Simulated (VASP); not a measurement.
# Hg (P3_121) in VASP: a series of runs

Runs on Hg. Level: PBEsol. Tasks: single point, relaxation of cell and atoms.

Program: VASP 6.6.1. These are calculated values, not measurements. Logs are shortened: lines on timing, memory, paths and dates and some standing lists are left out, and cuts for length are marked.

## Step 1: The cell of the first run

Symmetry: P3_121, No. 152, trigonal system. Conventional cell: a = 4.622 Å, b = 4.622 Å, c = 5.244 Å, α = 90.00°, β = 90.00°, γ = 120.00°. Within 3.3 Å of Hg (site symmetry 2) lie 2 Hg at 2.51 Å.

## Step 2: Single point, PBEsol

Input file INCAR:

```
SYSTEM = Hg
ALGO = Normal
EDIFF = 1E-6
ENCUT = 520
GGA = PS
ISIF = 2
ISMEAR = 0
LASPH = .True.
LCHARG = .False.
LREAL = .False.
LWAVE = .False.
NBANDS = 25
NELM = 100
PREC = Accurate
SIGMA = 0.1
```

Input file KPOINTS:

```
k-points
0
Gamma
  6 6 4
  0 0 0
```

Input file POSCAR:

```
Hg
1.0
    4.6224968615      0.0000000000      0.0000000000
   -2.3112484308      4.0031997110      0.0000000000
    0.0000000000      0.0000000000      5.2443774268
Hg
3
Direct
    0.2254000000      0.0000000000      0.3333333333
    0.0000000000      0.2254000000      0.6666666667
    0.7746000000      0.7746000000      0.0000000000
```

Potentials or basis: VASP PAW PBE potentials, release 64 (Hg).

On the command line:

```console
$ cat potpaw_PBE.64/Hg/POTCAR > POTCAR
$ mpirun -np 1 vasp_std > vasp.out
```

OUTCAR:

```text
SYSTEM = Hg
   EDIFF = 1E-6
   ENCUT = 520
   GGA = PS
   ISIF = 2
   ISMEAR = 0
   LASPH = .True.
   LREAL = .False.
   NELM = 100
   PREC = Accurate

 ion  position               nearest neighbor table
   1  0.225  0.000  0.333-   3 2.51   2 2.51   3 3.64   3 3.64   2 3.64   2 3.64
   2  0.000  0.225  0.667-   3 2.51   1 2.51   3 3.64   3 3.64   1 3.64   1 3.64
   3  0.775  0.775  0.000-   1 2.51   2 2.51   2 3.64   1 3.64   1 3.64   2 3.64

  LATTYP: Found a hexagonal cell.
 ALAT       =     4.6224968615
 C/A-ratio  =     1.1345334749

  Lattice vectors:

 A1 = (   4.6224968615,   0.0000000000,   0.0000000000)
 A2 = (  -2.3112484308,   4.0031997110,   0.0000000000)
 A3 = (   0.0000000000,   0.0000000000,   5.2443774268)

Analysis of symmetry for initial positions (statically):
=====================================================================
 Subroutine PRICEL returns:
 Original cell was already a primitive cell.

 Routine SETGRP: Setting up the symmetry group for a
 hexagonal supercell.

 Subroutine GETGRP returns: Found  6 space group operations
 (whereof  2 operations were pure point group operations)
 out of a pool of 24 trial point group operations.

The static configuration has the point symmetry C_2 .
 The point group associated with its full space group is D_3 .

Analysis of symmetry for dynamics (positions and initial velocities):
=====================================================================
 Subroutine PRICEL returns:
 Original cell was already a primitive cell.

 Routine SETGRP: Setting up the symmetry group for a
 hexagonal supercell.

 Subroutine GETGRP returns: Found  6 space group operations
 (whereof  2 operations were pure point group operations)
 out of a pool of 24 trial point group operations.

The dynamic configuration has the point symmetry C_2 .
 The point group associated with its full space group is D_3 .

 Subroutine INISYM returns: Found  6 space group operations
 (whereof  2 operations are pure point group operations),
 and found     1 'primitive' translations

----------------------------------------------------------------------------------------

                                     Primitive cell

  volume of cell :      97.0460

  direct lattice vectors                    reciprocal lattice vectors
     4.622496862  0.000000000  0.000000000     0.216333300  0.124900089  0.000000000
    -2.311248431  4.003199711  0.000000000     0.000000000  0.249800178  0.000000000
     0.000000000  0.000000000  5.244377427     0.000000000  0.000000000  0.190680403

  length of vectors
     4.622496862  4.622496862  5.244377427     0.249800178  0.249800178  0.190680403

  position of ions in fractional coordinates (direct lattice)
     0.225400000  0.000000000  0.333333333
     1.000000000  0.225400000  0.666666667
     0.774600000  0.774600000  0.000000000

  ion indices of the primitive-cell ions
   primitive index   ion index
                 1           1
                 2           2
                 3           3

----------------------------------------------------------------------------------------

 KPOINTS: k-points

Automatic generation of k-mesh.
 Grid dimensions read from file:
 generate k-points for:    6    6    4

 Generating k-lattice:

  Cartesian coordinates                     Fractional coordinates (reciprocal lattice)
     0.036055550  0.020816681  0.000000000     0.166666667 -0.000000000  0.000000000
     0.000000000  0.041633363  0.000000000     0.000000000  0.166666667  0.000000000
     0.000000000  0.000000000  0.047670101     0.000000000  0.000000000  0.250000000

  Length of vectors
     0.041633363  0.041633363  0.047670101

  Shift w.r.t. Gamma in fractional coordinates (k-lattice)
     0.000000000  0.000000000  0.000000000

 Subroutine IBZKPT returns following result:
 ===========================================

 Found     24 irreducible k-points:

 Following reciprocal coordinates:
            Coordinates               Weight
  0.000000  0.000000  0.000000      1.000000
  0.166667  0.000000  0.000000      6.000000
  0.333333  0.000000  0.000000      6.000000
  0.500000  0.000000  0.000000      3.000000
  0.166667  0.166667  0.000000      6.000000
  0.333333  0.166667  0.000000     12.000000
[... 16 lines left out ...]
  0.333333  0.166667  0.500000     12.000000
  0.333333  0.333333  0.500000      2.000000
   k-points           NKPTS =     24   k-points in BZ     NKDIM =     24   number of bands    NBANDS=     25
   number of dos      NEDOS =    301   number of ions     NIONS =      3
   total plane-waves  NPLWV =  51840
   dimension x,y,z NGX =    36 NGY =   36 NGZ =   40
   dimension x,y,z NGXF=    72 NGYF=   72 NGZF=   80
   ions per type =               3
   NGX,Y,Z   is equivalent  to a cutoff of  12.95, 12.95, 12.68 a.u.
   NGXF,Y,Z  is equivalent  to a cutoff of  25.89, 25.89, 25.36 a.u.
 SYSTEM =  Hg
   PREC   = accura    normal or accurate (medium, high low for compatibility)
[... 61 lines left out ...]
 fundamental gap:      0.0967925710
 Fermi energy:         0.8168785674

 k-point     1 :       0.0000    0.0000    0.0000
  band No.  band energies     occupation
      1      -7.7834      2.00000
      2      -7.7834      2.00000
      3      -7.6590      2.00000
      4      -7.0542      2.00000
      5      -7.0476      2.00000
      6      -7.0476      2.00000
[... 17 lines left out ...]
     24       6.9594      0.00000
     25      10.4155      0.00000

 k-point     2 :       0.1667    0.0000    0.0000
  band No.  band energies     occupation
      1      -7.7686      2.00000
      2      -7.7609      2.00000
      3      -7.5661      2.00000
      4      -7.0862      2.00000
      5      -7.0357      2.00000
      6      -6.9976      2.00000
[... 17 lines left out ...]
     24       7.6634      0.00000
     25       9.1899      0.00000

 k-point     3 :       0.3333    0.0000    0.0000
  band No.  band energies     occupation
      1      -7.7360      2.00000
      2      -7.7217      2.00000
      3      -7.4306      2.00000
      4      -7.1288      2.00000
      5      -6.9760      2.00000
      6      -6.9399      2.00000
[... 17 lines left out ...]
     24       7.8200      0.00000
     25       8.8642      0.00000

 k-point     4 :       0.5000    0.0000    0.0000
  band No.  band energies     occupation
      1      -7.7185      2.00000
      2      -7.7041      2.00000
      3      -7.3929      2.00000
      4      -7.1421      2.00000
      5      -6.9331      2.00000
      6      -6.9255      2.00000
[... 17 lines left out ...]
     24       7.8482      0.00000
     25       8.7097      0.00000

 k-point     5 :       0.1667    0.1667    0.0000
  band No.  band energies     occupation
      1      -7.7491      2.00000
      2      -7.7268      2.00000
      3      -7.4580      2.00000
      4      -7.0803      2.00000
      5      -7.0531      2.00000
      6      -6.9359      2.00000
[... 17 lines left out ...]
     24       7.0466      0.00000
     25       8.9032      0.00000

 k-point     6 :       0.3333    0.1667    0.0000
  band No.  band energies     occupation
      1      -7.7215      2.00000
      2      -7.7041      2.00000
      3      -7.3923      2.00000
      4      -7.1024      2.00000
      5      -6.9933      2.00000
      6      -6.9291      2.00000
[... 17 lines left out ...]
     24       6.5363      0.00000
     25       8.2221      0.00000
[... 393 lines left out ...]
 k-point    21 :       0.5000    0.0000    0.5000
  band No.  band energies     occupation
      1      -7.7847      2.00000
      2      -7.5400      2.00000
      3      -7.5268      2.00000
      4      -7.0864      2.00000
      5      -6.8070      2.00000
      6      -6.7563      2.00000
[... 17 lines left out ...]
     24       9.7600      0.00000
     25      11.5495      0.00000

 k-point    22 :       0.1667    0.1667    0.5000
  band No.  band energies     occupation
      1      -7.7886      2.00000
      2      -7.5464      2.00000
      3      -7.5404      2.00000
      4      -7.1312      2.00000
      5      -6.8473      2.00000
      6      -6.8110      2.00000
[... 17 lines left out ...]
     24       7.8984      0.00000
     25       9.3173      0.00000

 k-point    23 :       0.3333    0.1667    0.5000
  band No.  band energies     occupation
      1      -7.7829      2.00000
      2      -7.5326      2.00000
      3      -7.5267      2.00000
      4      -7.0747      2.00000
      5      -6.8080      2.00000
      6      -6.7650      2.00000
[... 17 lines left out ...]
     24       9.5269      0.00000
     25      10.6057      0.00000

 k-point    24 :       0.3333    0.3333    0.5000
  band No.  band energies     occupation
      1      -7.7782      2.00000
      2      -7.5203      2.00000
      3      -7.5203      2.00000
      4      -7.0450      2.00000
      5      -6.7746      2.00000
      6      -6.7746      2.00000
[... 17 lines left out ...]
     24       9.6578      0.00000
     25      10.9076      0.00000

------------------------ aborting loop because EDIFF is reached ----------------------------------------

  FORCE on cell =-STRESS in cart. coord.  units (eV):
  Direction    XX          YY          ZZ          XY          YZ          ZX
  --------------------------------------------------------------------------------------
  -------------------------------------------------------------------------------------
  Total        2.5515863      2.5515863      8.0559536     -0.0000000      0.0000000      0.0000000
  in kB       42.1253019     42.1253019    132.9994116     -0.0000000      0.0000000      0.0000000
  external PRESSURE =      72.4166718 kB  Pullay stress =       0.0000000 kB

 VOLUME and BASIS-vectors are now :
 -----------------------------------------------------------------------------
  energy-cutoff  :      520.00
  volume of cell :       97.05
      direct lattice vectors                 reciprocal lattice vectors
     4.622496862  0.000000000  0.000000000     0.216333300  0.124900089  0.000000000
    -2.311248431  4.003199711  0.000000000     0.000000000  0.249800178  0.000000000
     0.000000000  0.000000000  5.244377427     0.000000000  0.000000000  0.190680403

 POSITION                                       TOTAL-FORCE (eV/Angst)
 -----------------------------------------------------------------------------------
      1.04191      0.00000      1.74813         3.313081      0.000000      0.000000
     -0.52096      0.90232      3.49625        -1.656540      2.869212     -0.000000
      1.79029      3.10088      0.00000        -1.656540     -2.869212     -0.000000
 -----------------------------------------------------------------------------------
    total drift:                                0.000001      0.000002      0.000000

  FREE ENERGIE OF THE ION-ELECTRON SYSTEM (eV)
  ---------------------------------------------------
  free  energy   TOTEN  =         0.0907589616 eV

  energy  without entropy=        0.0970221371  energy(sigma->0) =        0.09389055
```

Run time: 47 s. Hardware: 1 thread of Intel Xeon Platinum 8175M at 2.50GHz (Skylake/Cascade Lake), shared host; peak memory 0.23 GiB.

Results:

* Free energy: 0.0908 eV
* Pressure: 7.2 GPa
* Largest force: 3.313 eV/Å
* Band gap on the k mesh: zero (band 18 reaches 3.74 eV, above the bottom of band 19 at -0.08 eV)

Forces in eV/Å, atoms in the order of the input:
```
Hg   3.313  0.000  0.000
Hg  -1.657  2.869  0.000
Hg  -1.657 -2.869  0.000
```

Caveat: the PAW data sets were made with another functional, which shifts forces and pressure a little; spin-orbit coupling is left out, which moves the levels of the heavy elements.

## Step 3: Relaxation of cell and atoms, PBEsol

Input file INCAR:

```
SYSTEM = Hg
PREC = Accurate
ENCUT = 600
EDIFF = 1E-6
ISMEAR = 0
SIGMA = 0.1
LREAL = .FALSE.
LASPH = .TRUE.
NELM = 100
ALGO = Normal
ISIF = 3
LWAVE = .FALSE.
LCHARG = .FALSE.
GGA = PS
IBRION = 2
NSW = 90
EDIFFG = -0.04
```

Input file KPOINTS:

```
Automatic mesh
0
G
  6 6 4
  0 0 0
```

POSCAR is that of step 2.

Potentials or basis: VASP PAW PBE potentials, release 64 (Hg).

On the command line:

```console
$ cat potpaw_PBE.64/Hg/POTCAR > POTCAR
$ mpirun -np 1 vasp_std > vasp.out
```

It took 13 min on 1 thread of Intel Xeon Platinum 8175M at 2.50GHz (Skylake/Cascade Lake), shared host; peak memory 0.28 GiB.

It converged, with:

| Property | Result |
| --- | --- |
| Free energy | -1.7158 eV |
| Relaxed volume | 25.71 Å³/atom |
| Relaxed cell | a = 4.122 Å, b = 4.122 Å, c = 5.241 Å, α = 90.00°, β = 90.00°, γ = 120.00° |
| Space group after relaxing (to 0.05 Å) | R-3m (No. 166) |
| Energy gained by relaxing | 602.3 meV/atom |
| Ionic steps | 20 |
| Pressure after relaxing | -0.1 GPa |
| Largest force after relaxing | 0.022 eV/Å |
| Band gap on the k mesh | zero (band 18 reaches 6.45 eV, above the bottom of band 19 at 0.06 eV) |

Forces on the atoms (eV/Å):
```
Hg  -0.022  0.000  0.000
Hg   0.011 -0.019  0.000
Hg   0.011  0.019  0.000
```

Stress tensor (GPa, compression positive):
```
-0.03  0.00  0.00
 0.00 -0.03  0.00
 0.00  0.00 -0.13
```

Step by step:
| step | energy change (eV) | largest force (eV/Å) | pressure (GPa) | volume (Å³) |
| --- | --- | --- | --- | --- |
| 1 | 0.0000 | 3.3130 | 7.30 | 97.05 |
| 2 | -0.9310 | 0.3260 | -1.37 | 118.97 |
| 3 | -0.9287 | 0.4311 | -1.23 | 116.58 |
| 4 | -0.9311 | 0.3625 | -1.31 | 118.08 |
| 5 | -1.0023 | 0.3840 | -1.70 | 113.27 |
| 6 | -1.2566 | 0.4617 | -2.29 | 99.58 |
| 7 | -1.6998 | 0.6179 | 1.27 | 75.39 |
| 8 | -1.6689 | 0.5680 | 4.53 | 71.07 |
| 9 | -1.6996 | 0.6132 | 1.93 | 74.36 |
| 10 | -1.7485 | 0.3223 | 2.14 | 73.22 |
| 11 | -1.7566 | 0.1319 | 2.60 | 72.39 |
| 12 | -1.7882 | 0.0599 | -0.03 | 75.85 |
| 13 | -1.7883 | 0.0556 | -0.23 | 76.12 |
| 14 | -1.7926 | 0.0426 | -0.17 | 76.12 |
| 15 | -1.8003 | 0.0027 | 0.02 | 76.10 |
| 16 | -1.8022 | 0.0840 | 0.64 | 75.93 |
| 17 | -1.8043 | 0.0846 | 0.02 | 77.03 |
| 18 | -1.8043 | 0.0846 | 0.09 | 76.92 |
| 19 | -1.8053 | 0.0691 | 0.01 | 76.97 |
| 20 | -1.8068 | 0.0219 | -0.06 | 77.13 |

Final structure:
```cif
data_structure
_symmetry_space_group_name_H-M 'P 1'
_symmetry_Int_Tables_number 1
_cell_length_a 4.1221
_cell_length_b 4.1221
_cell_length_c 5.2412
_cell_angle_alpha 90.000
_cell_angle_beta 90.000
_cell_angle_gamma 120.000
_cell_volume 77.13
loop_
_atom_site_label
_atom_site_type_symbol
_atom_site_fract_x
_atom_site_fract_y
_atom_site_fract_z
_atom_site_occupancy
Hg1 Hg 0.33468 0.00000 0.33333 1
Hg2 Hg 0.00000 0.33468 0.66667 1
Hg3 Hg 0.66532 0.66532 0.00000 1
```

Levels at points of the mesh, in eV from the Fermi level:
```tsv
k point	band 15	band 16	band 17	band 18	band 19	band 20	band 21	band 22
(0.00, 0.00, 0.00)	-5.66	-5.64	-1.91	-1.91	6.21	6.24	6.24	6.27
(0.50, 0.00, 0.00)	-4.99	-4.47	-4.46	1.20	1.45	1.85	3.05	3.07
(0.00, 0.00, 0.50)	-5.92	-4.95	-4.95	4.66	5.33	5.33	5.43	8.09
(0.50, 0.00, 0.50)	-5.59	-3.11	-3.10	-2.43	-1.73	4.40	4.40	5.52
```

Caveat: the volume moved by over 15 % at a fixed basis, so the end points are rough; the PAW data sets were made with another functional, which shifts forces and pressure a little; spin-orbit coupling is left out, which moves the levels of the heavy elements.

## Step 4: Single point, PBEsol

Input file INCAR:

```
PREC     = Accurate       # precision mode
ENCUT    = 500            # plane-wave cutoff, eV
EDIFF    = 1E-6           # SCF threshold, eV
ISMEAR   = 0              # smearing method
SIGMA    = 0.1            # smearing width, eV
LREAL    = False          # projectors in reciprocal space
LASPH    = True           # aspherical terms in the spheres
NELM     = 120            # most SCF steps
ALGO     = Normal         # electronic algorithm
ISIF     = 2              # what is computed and relaxed
LWAVE    = False          # write WAVECAR
LCHARG   = False          # write CHGCAR
GGA      = PS             # functional
NBANDS   = 37             # bands
GGA_COMPAT= False
```

Input file KPOINTS:

```
Automatic mesh
0
Gamma
  6 6 4
```

POSCAR is that of step 3.

Potentials or basis: VASP PAW PBE potentials, release 64 (Hg_sv_GW).

On the command line:

```console
$ cat potpaw_PBE.64/Hg_sv_GW/POTCAR > POTCAR
$ mpirun -np 1 vasp_std > vasp.out
```

Wall time 36 s (1 thread of Intel Xeon 6975P-C (Granite Rapids), shared host); peak memory 0.25 GiB.

It converged, with:

- Free energy: -0.0379 eV
- Pressure: 5.7 GPa
- Largest force: 3.126 eV/Å
- Band gap on the k mesh: zero (band 30 reaches 6.10 eV, above the bottom of band 31 at 2.30 eV)

Forces on the atoms (eV/Å):
```
Hg   3.126  0.000  0.000
Hg  -1.563  2.707  0.000
Hg  -1.563 -2.707  0.000
```

Stress tensor (GPa, compression positive):
```
 2.81  0.00  0.00
 0.00  2.81  0.00
 0.00  0.00 11.42
```

Levels at points of the mesh, in eV from the Fermi level:
```
           k point  band 26  band 27  band 28  band 29  band 30  band 31  band 32  band 33  band 34  band 35
(0.00, 0.00, 0.00)    -5.88    -5.81    -5.41    -1.37    -1.37     3.19     4.48     4.48     4.66     4.66
(0.50, 0.00, 0.00)    -6.01    -5.43    -5.32    -3.48    -0.40     1.47     1.79     2.81     3.63     5.51
(0.00, 0.00, 0.50)    -5.97    -5.78    -5.13    -5.13     2.91     4.16     4.25     4.25     5.21     5.21
(0.50, 0.00, 0.50)    -5.83    -5.69    -3.99    -3.80    -1.82    -0.89     2.67     2.84     4.39     5.06
```

Caveat: the PAW data sets were made with another functional, which shifts forces and pressure a little; spin-orbit coupling is left out, which moves the levels of the heavy elements.

## Step 5: Summary

```tsv
task	potentials or basis	cell	cutoff (eV)	second run	gap on the mesh (eV)	pressure (GPa)	largest force (eV/Å)
single point	VASP PAW PBE potentials, release 64 (Hg)	as given	520	-	none	7.2	3.31
relaxation of cell and atoms	VASP PAW PBE potentials, release 64 (Hg)	relaxed	600	-	none	-0.1	0.02
single point	VASP PAW PBE potentials, release 64 (Hg_sv_GW)	as given	500	valence_matched	none	5.7	3.13
```

Alike in all rows: level PBEsol; no spin polarisation; k mesh 6 × 6 × 4; smearing gaussian 0.1 eV.

Caveats: the PAW data sets were made with another functional, which shifts forces and pressure a little; spin-orbit coupling is left out, which moves the levels of the heavy elements; the volume moved by over 15 % at a fixed basis, so the end points are rough (some runs).

Absolute energies hang on the potentials; compare differences alone.
